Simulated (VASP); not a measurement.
# Ca4Au (P6/mmm) in VASP: notebook, part 2 of 2

VASP 6.6.1.

**4. Relaxation of cell and atoms, PBE**

This run uses another cell than the first one, of 23.55 Å³/atom.

Input file INCAR:

```
PREC     = Accurate       # precision mode
ENCUT    = 600            # plane-wave cutoff, eV
EDIFF    = 1E-6           # SCF threshold, eV
ISMEAR   = 0              # smearing method
SIGMA    = 0.1            # smearing width, eV
LREAL    = F              # projectors in reciprocal space
LASPH    = T              # aspherical terms in the spheres
NELM     = 60             # most SCF steps
ALGO     = Fast           # electronic algorithm
ISIF     = 3              # what is computed and relaxed
LWAVE    = F              # write WAVECAR
LCHARG   = F              # write CHGCAR
GGA      = PE             # functional
IBRION   = 2              # ionic algorithm
NSW      = 90             # ionic steps
EDIFFG   = -0.04          # ionic threshold
```

Input file KPOINTS:

```
Automatic mesh
0
Gamma
  6 6 4
```

Input file POSCAR:

```
Ca4Au
1.0
    4.6810650200      0.0000000000      0.0000000000
   -2.3405325100      4.0539212200      0.0000000000
    0.0000000000      0.0000000000      6.2048946400
Ca Au
4 1
Direct
    0.3333333300      0.6666666700      0.7466203400
    0.3333333300      0.6666666700      0.2533796600
    0.6666666700      0.3333333300      0.2533796600
    0.6666666700      0.3333333300      0.7466203400
    0.0000000000      0.0000000000      0.0000000000
```

Potentials or basis: VASP PAW PBE potentials, release 64 (Ca_sv, Au).

Launch:

```
cat potpaw_PBE.64/Ca_sv/POTCAR potpaw_PBE.64/Au/POTCAR > POTCAR
mpirun -np 1 vasp_std > vasp.out
```

OUTCAR:

```text
PREC = Accurate
   ENCUT = 600
   EDIFF = 1E-6
   ISMEAR = 0
   LREAL = F
   LASPH = T
   NELM = 60
   ISIF = 3
   GGA = PE
   IBRION = 2
   NSW = 90
   EDIFFG = -0.04

 ion  position               nearest neighbor table
   1  0.333  0.667  0.747-   4 2.70   4 2.70   4 2.70   2 3.06   5 3.13   5 3.13   5 3.13   2 3.14

   2  0.333  0.667  0.253-   3 2.70   3 2.70   3 2.70   1 3.06   5 3.13   5 3.13   5 3.13   1 3.14

   3  0.667  0.333  0.253-   2 2.70   2 2.70   2 2.70   4 3.06   5 3.13   5 3.13   5 3.13   4 3.14

   4  0.667  0.333  0.747-   1 2.70   1 2.70   1 2.70   3 3.06   5 3.13   5 3.13   5 3.13   3 3.14

   5  0.000  0.000  0.000-   1 3.13   2 3.13   3 3.13   4 3.13   1 3.13   2 3.13   3 3.13   4 3.13
                             3 3.13   4 3.13   1 3.13   2 3.13

  LATTYP: Found a hexagonal cell.
 ALAT       =     4.6810650200
 C/A-ratio  =     1.3255305392

  Lattice vectors:

 A1 = (   4.6810650200,   0.0000000000,   0.0000000000)
 A2 = (  -2.3405325100,   4.0539212200,   0.0000000000)
 A3 = (   0.0000000000,   0.0000000000,   6.2048946400)

Analysis of symmetry for initial positions (statically):
=====================================================================
 Subroutine PRICEL returns:
 Original cell was already a primitive cell.

 Routine SETGRP: Setting up the symmetry group for a
 hexagonal supercell.

 Subroutine GETGRP returns: Found 24 space group operations
 (whereof 24 operations were pure point group operations)
 out of a pool of 24 trial point group operations.

The static configuration has the point symmetry D_6h.

Analysis of symmetry for dynamics (positions and initial velocities):
=====================================================================
 Subroutine PRICEL returns:
 Original cell was already a primitive cell.

 Routine SETGRP: Setting up the symmetry group for a
 hexagonal supercell.

 Subroutine GETGRP returns: Found 24 space group operations
 (whereof 24 operations were pure point group operations)
 out of a pool of 24 trial point group operations.

The dynamic configuration has the point symmetry D_6h.

[... 118 lines left out ...]
   IMIX   =      4    mixing-type and parameters
     AMIX     =   0.40;   BMIX     =  1.00
     AMIX_MAG =   1.60;   BMIX_MAG =  1.00
  volume/ion in A,a.u.               =      23.55       158.92
  Fermi-wavevector in a.u.,A,eV,Ry     =   1.238645  2.340699 20.874613  1.534241
  Thomas-Fermi vector in A             =   2.373161
   LORBIT       =      0    0 simple, 1 ext, 2 COOP (PROOUT), +10 PAW based schemes
   GGA     = PE    functional components
   LHFCALC =     F    Hartree Fock is set to
   AEXX    =    0.0000 exact exchange contribution
   IVDW    =     0    specifies the selected vdW correction
   LEPSILON=     F    determine dielectric tensor
   LRPA    =     F    only Hartree local field effects (RPA)
 conjugate gradient relaxation of ions
 non-spin polarized calculation
 RMM-DIIS sequential band-by-band and
 Gauss-broadening in eV      SIGMA  =   0.10
  energy-cutoff  :      600.00
  volume of cell :      117.75
 maximum number of plane-waves:      3973
 NGX is ok and might be reduce to    40
   NGX = 19   NGY = 19   NGZ = 25

--------------------------------------- Ionic step        1  -------------------------------------------

 number of electron      51.0000001 magnetization

 Free energy of the ion-electron system (eV)
  ---------------------------------------------------
  ext. energy  EPLUGINS =         0.00000000
  ---------------------------------------------------
  free energy    TOTEN  =        -7.03492813 eV

  energy without entropy =       -6.99215850  energy(sigma->0) =       -7.01354332

 E-fermi :   5.0532     XC(G=0):  -9.9131

 val. band max:        5.0440708538   @ k =   0.1667   0.0000   0.0000
 cond. band min:       5.0677646137   @ k =   0.3333   0.0000   0.2500
 fundamental gap:      0.0236937598
 Fermi energy:         5.0531799543

 k-point     1 :       0.0000    0.0000    0.0000
  band No.  band energies     occupation
      1     -36.5697      2.00000
      2     -36.4847      2.00000
      3     -36.1008      2.00000
      4     -36.0288      2.00000
      5     -18.1159      2.00000
      6     -18.1159      2.00000
[... 792 lines left out ...]
  FREE ENERGIE OF THE ION-ELECTRON SYSTEM (eV)
  ---------------------------------------------------
  free  energy   TOTEN  =        -9.2868162897 eV

  energy  without entropy=       -9.2407228274  energy(sigma->0) =       -9.26376956

[... ionic steps 4 to 9 ...]

--------------------------------------- Ionic step       10  -------------------------------------------

 number of electron      50.9999991 magnetization

------------------------ aborting loop because EDIFF is reached ----------------------------------------
[... 73 lines left out ...]
--------------------------------------- Ionic step       12  -------------------------------------------

 number of electron      50.9999992 magnetization

 Free energy of the ion-electron system (eV)
  ---------------------------------------------------
  ext. energy  EPLUGINS =         0.00000000
  ---------------------------------------------------
  free energy    TOTEN  =        -9.39228436 eV

  energy without entropy =       -9.35381601  energy(sigma->0) =       -9.37305019

 E-fermi :   2.4553     XC(G=0):  -8.1542

 val. band max:        2.4513295191   @ k =   0.1667   0.0000   0.0000
 cond. band min:       2.4819847357   @ k =   0.3333   0.0000   0.5000
 fundamental gap:      0.0306552166
 Fermi energy:         2.4553115626

 k-point     1 :       0.0000    0.0000    0.0000
  band No.  band energies     occupation
      1     -39.7059      2.00000
      2     -39.6758      2.00000
      3     -39.6282      2.00000
      4     -39.6001      2.00000
      5     -20.8670      2.00000
      6     -20.8670      2.00000
[... 714 lines left out ...]
  FREE ENERGIE OF THE ION-ELECTRON SYSTEM (eV)
  ---------------------------------------------------
  free  energy   TOTEN  =        -9.3922843566 eV

  energy  without entropy=       -9.3538160146  energy(sigma->0) =       -9.37305019

 reached required accuracy - stopping structural energy minimisation
```

CONTCAR:

```text
Ca4Au
   1.00000000000000
     5.5642592845268242    0.0000000000000000   -0.0000000000000000
    -2.7821296422634121    4.8187898872495127    0.0000000000000000
    -0.0000000000000000    0.0000000000000000    6.8595024197340679
  Ca              Au
     4     1
Direct
     0.3333333300000021    0.6666666699999979    0.7641817382436701
     0.3333333300000021    0.6666666699999979    0.2358182617563299
     0.6666666699999979    0.3333333300000021    0.2358182617563299
     0.6666666699999979    0.3333333300000021    0.7641817382436701
     0.0000000000000000    0.0000000000000000    0.0000000000000000

  0.00000000E+00  0.00000000E+00  0.00000000E+00
  0.00000000E+00  0.00000000E+00  0.00000000E+00
  0.00000000E+00  0.00000000E+00  0.00000000E+00
  0.00000000E+00  0.00000000E+00  0.00000000E+00
  0.00000000E+00  0.00000000E+00  0.00000000E+00
```

Run time: 60 min. Hardware: 1 thread of Intel Xeon 8259CL, shared host; peak memory 0.34 GiB.

Results:

* Free energy: -9.3923 eV
* Relaxed volume: 36.78 Å³/atom
* Relaxed cell: a = 5.564 Å, b = 5.564 Å, c = 6.860 Å, α = 90.00°, β = 90.00°, γ = 120.00°
* Space group after relaxing (to 0.1 Å): P6/mmm (No. 191)
* Energy gained by relaxing: 471.5 meV/atom
* Ionic steps: 12
* Pressure after relaxing: 0.0 GPa
* Largest force after relaxing: 0.007 eV/Å
* Band gap on the k mesh: zero (an odd number of electrons rules out a gap without spin polarisation)

Forces on the atoms (eV/Å):
```
Ca   0.000  0.000  0.007
Ca   0.000  0.000 -0.007
Ca   0.000  0.000 -0.007
Ca   0.000  0.000  0.007
Au   0.000  0.000  0.000
```

The path:
| step | energy change (eV) | largest force (eV/Å) | pressure (GPa) | volume (Å³) |
| --- | --- | --- | --- | --- |
| 1 | 0.0000 | 0.6402 | 14.26 | 117.75 |
| 2 | -2.0180 | 0.4929 | 2.79 | 157.15 |
| 3 | -2.2519 | 0.3931 | 0.68 | 175.48 |
| 4 | -2.1370 | 0.2047 | -1.76 | 216.25 |
| 5 | -2.2915 | 0.3175 | -0.32 | 188.65 |
| 6 | -2.2915 | 0.3257 | -0.21 | 187.01 |
| 7 | -2.3350 | 0.2256 | -0.14 | 186.14 |
| 8 | -2.3391 | 0.1762 | -0.10 | 185.76 |
| 9 | -2.3492 | 0.1145 | -0.04 | 184.83 |
| 10 | -2.3567 | 0.0160 | 0.10 | 182.84 |
| 11 | -2.3568 | 0.0061 | 0.09 | 183.01 |
| 12 | -2.3574 | 0.0067 | 0.02 | 183.92 |

Final structure:
```
Ca Au
1.0
     5.56426    0.00000    0.00000
    -2.78213    4.81879    0.00000
     0.00000    0.00000    6.85950
Ca Au
4 1
Cartesian
  0.0000 3.2125 5.2419
  0.0000 3.2125 1.6176
  2.7821 1.6063 1.6176
  2.7821 1.6063 5.2419
  0.0000 0.0000 0.0000
```

Caveat: the volume moved by over 15 % at a fixed basis, so the end points are rough; spin-orbit coupling is left out, which moves the levels of the heavy elements.

**5. Single point, PBE**

This run uses another cell than the first one, of 36.48 Å³/atom.

Input file INCAR:

```
SYSTEM = Ca4Au
PREC = Accurate ; ENCUT = 520
EDIFF = 1E-7 ; ISMEAR = 0
SIGMA = 0.1 ; LREAL = .False.
LASPH = .True. ; NELM = 80
ALGO = Fast ; ISIF = 2
LWAVE = .False. ; LCHARG = .False.
GGA = PE ; NBANDS = 34
```

Input file KPOINTS:

```
Automatic mesh
0
Gamma
  12 12 6
  0 0 0
```

Input file POSCAR:

```
Ca4Au
1.0
    5.5526962390      0.0000000000      0.0000000000
   -2.7763481195      4.8087760025      0.0000000000
    0.0000000000      0.0000000000      6.8304062879
Ca Au
4 1
Direct
    0.3333333333      0.6666666667      0.7639798212
    0.3333333333      0.6666666667      0.2360201788
    0.6666666667      0.3333333333      0.2360201788
    0.6666666667      0.3333333333      0.7639798212
    0.0000000000      0.0000000000      0.0000000000
```

Launch:

```
cat potpaw_PBE.64/Ca_sv/POTCAR potpaw_PBE.64/Au/POTCAR > POTCAR
mpirun -np 1 vasp_std > vasp.out
```

It took 23 min on 1 thread of Intel Xeon 8259CL, shared host; peak memory 0.58 GiB.

It converged, with:

```yaml
Free_energy: -9.4109 eV
Pressure: 0.0 GPa
Largest_force: 0.009 eV/Å
Band_gap_on_the_k_mesh: zero (an odd number of electrons rules out a gap without spin polarisation)
```

Forces in eV/Å, atoms in the order of the input:
```
Ca   0.000  0.000 -0.009
Ca   0.000  0.000  0.009
Ca   0.000  0.000  0.009
Ca   0.000  0.000 -0.009
Au   0.000  0.000  0.000
```

Levels at points of the mesh, in eV from the Fermi level:
```
           k point  band 24  band 25  band 26  band 27  band 28  band 29
(0.00, 0.00, 0.00)    -1.11     0.32     0.32     0.69     0.69     0.91
(0.50, 0.00, 0.00)    -0.63    -0.30     0.06     0.24     0.67     0.94
(0.00, 0.00, 0.50)     0.47     0.47     0.73     1.01     1.01     1.08
(0.50, 0.00, 0.50)    -1.12    -0.99    -0.13     0.46     0.58     0.72
```

Caveat: spin-orbit coupling is left out, which moves the levels of the heavy elements.

**6. The runs side by side**

| task | cell | k mesh | cutoff (eV) | gap on the mesh (eV) | pressure (GPa) | largest force (eV/Å) |
| --- | --- | --- | --- | --- | --- | --- |
| single point | a = 5.522, b = 5.522, c = 6.829 Å, angles 90.0, 90.0, 120.0°, 5 atoms, atomic positions A | 6 × 6 × 4 | 520 | none | 0.3 | 0.01 |
| single point | a = 4.681, b = 4.681, c = 6.205 Å, angles 90.0, 90.0, 120.0°, 5 atoms, atomic positions B | 6 × 6 × 4 | 520 | none | 14.2 | 0.64 |
| relaxation of cell and atoms | relaxed from a = 4.681, b = 4.681, c = 6.205 Å, angles 90.0, 90.0, 120.0°, 5 atoms, atomic positions B | 6 × 6 × 4 | 600 | none | 0.0 | 0.01 |
| single point | a = 5.553, b = 5.553, c = 6.830 Å, angles 90.0, 90.0, 120.0°, 5 atoms, atomic positions C | 12 × 12 × 6 | 520 | none | 0.0 | 0.01 |

Alike in all rows: level PBE; potentials or basis VASP PAW PBE potentials, release 64 (Ca_sv, Au); no spin polarisation; smearing gaussian 0.1 eV.

Caveats: spin-orbit coupling is left out, which moves the levels of the heavy elements; the stress differs along the axes, from 11 to 16 GPa (at least some runs); the volume moved by over 15 % at a fixed basis, so the end points are rough (at least some runs).

Total energies depend on the potentials used, so only differences within one code and one set of settings carry meaning.

The gap in the log of VASP goes by the Fermi energy; the results here count the filled bands.